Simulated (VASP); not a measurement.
# Ag (P6_3/mmc) in VASP: notebook

Ag is run at these levels: PBE; tasks: single point, relaxation of cell and atoms.

All numbers are computed with VASP 6.6.1; they aren't measurements. Logs are shortened: lines on timing, memory, paths and dates and some standing lists are left out, and cuts for length are marked.

**1. The cell of the first run**

It takes space group P6_3/mmc (No. 194, hexagonal). The conventional cell has a = 2.938 Å, b = 2.938 Å, c = 4.790 Å, α = 90.00°, β = 90.00°, γ = 120.00°. Ag (site symmetry -6m2) has 12 Ag at 2.93 to 2.94 Å within 3.9 Å.

**2. Single point, PBE, non-collinear spin, zero start, spin-orbit coupling**

Input file INCAR:

```
PREC = Accurate
ENCUT = 520
EDIFF = 1E-6
ISMEAR = 0
SIGMA = 0.05
LREAL = False
LASPH = True
NELM = 150
ALGO = Normal
ISIF = 2
LWAVE = False
LCHARG = True
LNONCOLLINEAR = True
MAGMOM = 0 0 0 0 0 0
LORBIT = 11
LSORBIT = True
GGA_COMPAT = False
LORBMOM = True
LMAXMIX = 4
GGA = PE
LVHAR = True
NBANDS = 34
```

Input file KPOINTS:

```
Automatic mesh
0
Gamma
  16 16 10
```

Input file POSCAR:

```
Ag
1.0
    2.9375624291      0.0000000000      0.0000000000
   -1.4687812146      2.5440036888      0.0000000000
    0.0000000000      0.0000000000      4.7895567306
Ag
2
Direct
    0.3333333333      0.6666666667      0.7500000000
    0.6666666667      0.3333333333      0.2500000000
```

Potentials or basis: VASP PAW PBE potentials, release 64 (Ag).

On the command line:

```sh
$ cat potpaw_PBE.64/Ag/POTCAR > POTCAR
$ mpirun -np 1 vasp_ncl > vasp.out
```

OUTCAR:

```text
PREC = Accurate
   ENCUT = 520
   EDIFF = 1E-6
   ISMEAR = 0
   LREAL = False
   LASPH = True
   NELM = 150
   ISIF = 2
   LNONCOLLINEAR = True
   LORBIT = 11
   LSORBIT = True
   GGA = PE

 ion  position               nearest neighbor table
   1  0.333  0.667  0.750-   2 2.93   2 2.93   2 2.93   2 2.93   2 2.93   2 2.93
   2  0.667  0.333  0.250-   1 2.93   1 2.93   1 2.93   1 2.93   1 2.93   1 2.93

  LATTYP: Found a hexagonal cell.
 ALAT       =     2.9375624291
 C/A-ratio  =     1.6304527465

  Lattice vectors:

 A1 = (   2.9375624291,   0.0000000000,   0.0000000000)
 A2 = (  -1.4687812146,   2.5440036888,   0.0000000000)
 A3 = (   0.0000000000,   0.0000000000,   4.7895567306)

Analysis of symmetry for initial positions (statically):
=====================================================================
 Subroutine PRICEL returns:
 Original cell was already a primitive cell.

 Routine SETGRP: Setting up the symmetry group for a
 hexagonal supercell.

 Subroutine GETGRP returns: Found 24 space group operations
 (whereof 12 operations were pure point group operations)
 out of a pool of 24 trial point group operations.

The static configuration has the point symmetry D_3d.
 The point group associated with its full space group is D_6h.

Analysis of symmetry for dynamics (positions and initial velocities):
=====================================================================
 Subroutine PRICEL returns:
 Original cell was already a primitive cell.

 Routine SETGRP: Setting up the symmetry group for a
 hexagonal supercell.

 Subroutine GETGRP returns: Found 24 space group operations
 (whereof 12 operations were pure point group operations)
 out of a pool of 24 trial point group operations.

The dynamic configuration has the point symmetry D_3d.
 The point group associated with its full space group is D_6h.

Analysis of structural, dynamic, and magnetic symmetry:
=====================================================================
 Subroutine PRICEL returns:
 Original cell was already a primitive cell.

 Routine SETGRP: Setting up the symmetry group for a
 hexagonal supercell.

 Subroutine GETGRP returns: Found 24 space group operations
 (whereof 12 operations were pure point group operations)
 out of a pool of 24 trial point group operations.

[... 1071 lines left out ...]
     -0.00000      1.69600      3.59217        -0.000000      0.000000      0.000000
      1.46878      0.84800      1.19739         0.000000     -0.000000      0.000000
 -----------------------------------------------------------------------------------
    total drift:                               -0.000000      0.000000     -0.000000

  FREE ENERGIE OF THE ION-ELECTRON SYSTEM (eV)
  ---------------------------------------------------
  free  energy   TOTEN  =        -5.4795106505 eV

  energy  without entropy=       -5.4784281706  energy(sigma->0) =       -5.47896941

 orbital moment (x)

 # of ion     p       d       tot
 ----------------------------------------
  1        -0.000  -0.000  -0.000
  2        -0.000  -0.000  -0.000
 ----------------------------------------
           -0.000  -0.000  -0.000

 orbital moment (y)

 # of ion     p       d       tot
 ----------------------------------------
  1         0.000   0.000   0.000
  2        -0.000   0.000   0.000
 ----------------------------------------
            0.000   0.000   0.000

 orbital moment (z)

 # of ion     p       d       tot
 ----------------------------------------
  1         0.000   0.000   0.000
  2         0.000   0.000   0.000
 ----------------------------------------
            0.000   0.000   0.000

 Spin-Orbit-Coupling matrix elements

 Ion:    1  E_soc:     -0.0528518
 l=   1
     0.0000000    -0.0018163    -0.0018195
    -0.0018163     0.0000000    -0.0018163
    -0.0018195    -0.0018163     0.0000000
 l=   2
     0.0000000    -0.0013775     0.0000000    -0.0013775    -0.0056204
    -0.0013775     0.0000000    -0.0042440    -0.0013555    -0.0013775
     0.0000000    -0.0042440     0.0000000    -0.0042440     0.0000000
    -0.0013775    -0.0013555    -0.0042440     0.0000000    -0.0013775
    -0.0056204    -0.0013775     0.0000000    -0.0013775     0.0000000
 l=   3
     0.0000000     0.0000000     0.0000000     0.0000000     0.0000000     0.0000000     0.0000000
     0.0000000     0.0000000     0.0000000     0.0000000     0.0000000     0.0000000     0.0000000
     0.0000000     0.0000000     0.0000000     0.0000000     0.0000000     0.0000000     0.0000000
     0.0000000     0.0000000     0.0000000     0.0000000     0.0000000     0.0000000     0.0000000
     0.0000000     0.0000000     0.0000000     0.0000000     0.0000000     0.0000000     0.0000000
     0.0000000     0.0000000     0.0000000     0.0000000     0.0000000     0.0000000     0.0000000
     0.0000000     0.0000000     0.0000000     0.0000000     0.0000000     0.0000000     0.0000000

 Ion:    2  E_soc:     -0.0528518
 l=   1
     0.0000000    -0.0018163    -0.0018195
    -0.0018163     0.0000000    -0.0018163
    -0.0018195    -0.0018163     0.0000000
 l=   2
     0.0000000    -0.0013775     0.0000000    -0.0013775    -0.0056204
    -0.0013775     0.0000000    -0.0042440    -0.0013555    -0.0013775
     0.0000000    -0.0042440     0.0000000    -0.0042440     0.0000000
    -0.0013775    -0.0013555    -0.0042440     0.0000000    -0.0013775
    -0.0056204    -0.0013775     0.0000000    -0.0013775     0.0000000
 l=   3
     0.0000000     0.0000000     0.0000000     0.0000000     0.0000000     0.0000000     0.0000000
     0.0000000     0.0000000     0.0000000     0.0000000     0.0000000     0.0000000     0.0000000
     0.0000000     0.0000000     0.0000000     0.0000000     0.0000000     0.0000000     0.0000000
     0.0000000     0.0000000     0.0000000     0.0000000     0.0000000     0.0000000     0.0000000
     0.0000000     0.0000000     0.0000000     0.0000000     0.0000000     0.0000000     0.0000000
     0.0000000     0.0000000     0.0000000     0.0000000     0.0000000     0.0000000     0.0000000
     0.0000000     0.0000000     0.0000000     0.0000000     0.0000000     0.0000000     0.0000000

 total charge

# of ion       s       p       d       tot
------------------------------------------
    1        0.408   0.268   9.158   9.835
    2        0.408   0.268   9.158   9.835
--------------------------------------------------
tot          0.817   0.536  18.317  19.669

 magnetization (x)

# of ion       s       p       d       tot
------------------------------------------
    1       -0.000   0.000   0.000   0.000
    2        0.000   0.000   0.000   0.000
--------------------------------------------------
tot         -0.000   0.000   0.000   0.000

 magnetization (y)

# of ion       s       p       d       tot
------------------------------------------
    1        0.000   0.000  -0.000  -0.000
    2       -0.000   0.000   0.000  -0.000
--------------------------------------------------
tot          0.000   0.000  -0.000  -0.000

 magnetization (z)

# of ion       s       p       d       tot
------------------------------------------
    1        0.000   0.000   0.000   0.000
    2        0.000   0.000   0.000   0.000
--------------------------------------------------
tot          0.000   0.000   0.000   0.000
```

It took 4 min on 1 thread of Intel Xeon Platinum 8124M at 3.00GHz (Skylake/Cascade Lake), shared host; peak memory 0.44 GiB.

Results:

```
Free energy                                           : -5.4795 eV
Pressure                                              : -0.2 GPa
Net moment                                            : 0.00 μB per cell
Valence electrons inside the program's atomic spheres : Ag 9.84
```

Moments on the atoms (μB; x, y, z):
```
Ag  0.00 0.00 0.00
Ag  0.00 0.00 0.00
```

**3. Single point, PBE**

This run uses another cell than the first one, of 17.97 Å³/atom, 1.004 times its volume.

Input file INCAR:

```
PREC = Accurate
ENCUT = 520
EDIFF = 1E-7
ISMEAR = 0
SIGMA = 0.05
LREAL = F
LASPH = T
NELM = 100
ALGO = Normal
ISIF = 2
LWAVE = F
LCHARG = F
GGA = PE
NBANDS = 18
```

Input file KPOINTS:

```
Automatic mesh
0
Gamma
  8 8 4
```

Input file POSCAR:

```
Ag
1.0
    2.9527910804      0.0000000000      0.0000000000
   -1.4763955402      2.5571920877      0.0000000000
    0.0000000000      0.0000000000      4.7593183176
Ag
2
Direct
    0.3333333333      0.6666666667      0.7500000000
    0.6666666667      0.3333333333      0.2500000000
```

Potentials or basis: VASP PAW PBE potentials, release 64 (Ag).

On the command line:

```sh
$ cat potpaw_PBE.64/Ag/POTCAR > POTCAR
$ mpirun -np 1 vasp_std > vasp.out
```

OUTCAR:

```text
PREC = Accurate
   ENCUT = 520
   EDIFF = 1E-7
   ISMEAR = 0
   LREAL = F
   LASPH = T
   NELM = 100
   ISIF = 2
   GGA = PE

 ion  position               nearest neighbor table
   1  0.333  0.667  0.750-   2 2.93   2 2.93   2 2.93   2 2.93   2 2.93   2 2.93
   2  0.667  0.333  0.250-   1 2.93   1 2.93   1 2.93   1 2.93   1 2.93   1 2.93

  LATTYP: Found a hexagonal cell.
 ALAT       =     2.9527910804
 C/A-ratio  =     1.6118032695

  Lattice vectors:

 A1 = (   2.9527910804,   0.0000000000,   0.0000000000)
 A2 = (  -1.4763955402,   2.5571920877,   0.0000000000)
 A3 = (   0.0000000000,   0.0000000000,   4.7593183176)

Analysis of symmetry for initial positions (statically):
=====================================================================
 Subroutine PRICEL returns:
 Original cell was already a primitive cell.

 Routine SETGRP: Setting up the symmetry group for a
 hexagonal supercell.

 Subroutine GETGRP returns: Found 24 space group operations
 (whereof 12 operations were pure point group operations)
 out of a pool of 24 trial point group operations.

The static configuration has the point symmetry D_3d.
 The point group associated with its full space group is D_6h.

Analysis of symmetry for dynamics (positions and initial velocities):
=====================================================================
 Subroutine PRICEL returns:
 Original cell was already a primitive cell.

 Routine SETGRP: Setting up the symmetry group for a
 hexagonal supercell.

 Subroutine GETGRP returns: Found 24 space group operations
 (whereof 12 operations were pure point group operations)
 out of a pool of 24 trial point group operations.

The dynamic configuration has the point symmetry D_3d.
 The point group associated with its full space group is D_6h.

 Subroutine INISYM returns: Found 24 space group operations
 (whereof 12 operations are pure point group operations),
 and found     1 'primitive' translations

[... 111 lines left out ...]
   IALGO  =     38    algorithm
   IMIX   =      4    mixing-type and parameters
     AMIX     =   0.40;   BMIX     =  1.00
     AMIX_MAG =   1.60;   BMIX_MAG =  1.00
  volume/ion in A,a.u.               =      17.97       121.26
  Fermi-wavevector in a.u.,A,eV,Ry     =   1.390066  2.626844 26.290316  1.932284
  Thomas-Fermi vector in A             =   2.514037
   LORBIT       =      0    0 simple, 1 ext, 2 COOP (PROOUT), +10 PAW based schemes
   GGA     = PE    functional components
   LHFCALC =     F    Hartree Fock is set to
   AEXX    =    0.0000 exact exchange contribution
   IVDW    =     0    specifies the selected vdW correction
   LEPSILON=     F    determine dielectric tensor
   LRPA    =     F    only Hartree local field effects (RPA)
 non-spin polarized calculation
 Gauss-broadening in eV      SIGMA  =   0.05
  energy-cutoff  :      520.00
  volume of cell :       35.94
 maximum number of plane-waves:       996
 NGX is ok and might be reduce to    24
   NGX = 11   NGY = 11   NGZ = 17

 number of electron      22.0000008 magnetization

 Free energy of the ion-electron system (eV)
  ---------------------------------------------------
  ext. energy  EPLUGINS =         0.00000000
  ---------------------------------------------------
  free energy    TOTEN  =        -5.40373253 eV

  energy without entropy =       -5.40094613  energy(sigma->0) =       -5.40233933

 E-fermi :   7.5349     XC(G=0): -11.8960

 val. band max:        7.5235049695   @ k =   0.3750   0.1250   0.2500
 cond. band min:       7.5594300258   @ k =   0.0000   0.0000   0.0000
 fundamental gap:      0.0359250563
 Fermi energy:         7.5349330390

 k-point     1 :       0.0000    0.0000    0.0000
  band No.  band energies     occupation
      1       0.3330      2.00000
      2       1.6573      2.00000
      3       3.1526      2.00000
      4       3.1970      2.00000
      5       3.1970      2.00000
      6       3.4242      2.00000
[... 481 lines left out ...]
      5       3.8295      2.00000
      6       3.8295      2.00000
[... 10 lines left out ...]
     17      21.4549      0.00000
     18      21.4549      0.00000

 [... further k-points ...]

------------------------ aborting loop because EDIFF is reached ----------------------------------------

  FORCE on cell =-STRESS in cart. coord.  units (eV):
  Direction    XX          YY          ZZ          XY          YZ          ZX
  --------------------------------------------------------------------------------------
  -------------------------------------------------------------------------------------
  Total       -0.0166963     -0.0166963     -0.0431920      0.0000000     -0.0000000      0.0000000
  in kB       -0.7443713     -0.7443713     -1.9256332      0.0000000     -0.0000000      0.0000000
  external PRESSURE =      -1.1381253 kB  Pullay stress =       0.0000000 kB

 VOLUME and BASIS-vectors are now :
 -----------------------------------------------------------------------------
  energy-cutoff  :      520.00
  volume of cell :       35.94
      direct lattice vectors                 reciprocal lattice vectors
     2.952791080  0.000000000  0.000000000     0.338662632  0.195526962  0.000000000
    -1.476395540  2.557192088  0.000000000     0.000000000  0.391053924  0.000000000
     0.000000000  0.000000000  4.759318318     0.000000000  0.000000000  0.210114124

 POSITION                                       TOTAL-FORCE (eV/Angst)
 -----------------------------------------------------------------------------------
     -0.00000      1.70479      3.56949         0.000000     -0.000000      0.000000
      1.47640      0.85240      1.18983        -0.000000      0.000000      0.000000
 -----------------------------------------------------------------------------------
    total drift:                               -0.000000      0.000000     -0.000000

  FREE ENERGIE OF THE ION-ELECTRON SYSTEM (eV)
  ---------------------------------------------------
  free  energy   TOTEN  =        -5.4037325300 eV

  energy  without entropy=       -5.4009461284  energy(sigma->0) =       -5.40233933
```

Run time: 11 s. Hardware: 1 thread of Intel Xeon Platinum 8124M at 3.00GHz (Skylake/Cascade Lake), shared host; peak memory 0.16 GiB.

Results:

```yaml
Free_energy: -5.4037 eV
Pressure: -0.1 GPa
Band_gap_on_the_k_mesh: zero (band 11 reaches 10.77 eV, above the bottom of band 12 at 4.37 eV)
```

Stress tensor (GPa, compression positive):
```
-0.07  0.00  0.00
 0.00 -0.07  0.00
 0.00  0.00 -0.19
```

[end of part 1 of 2]
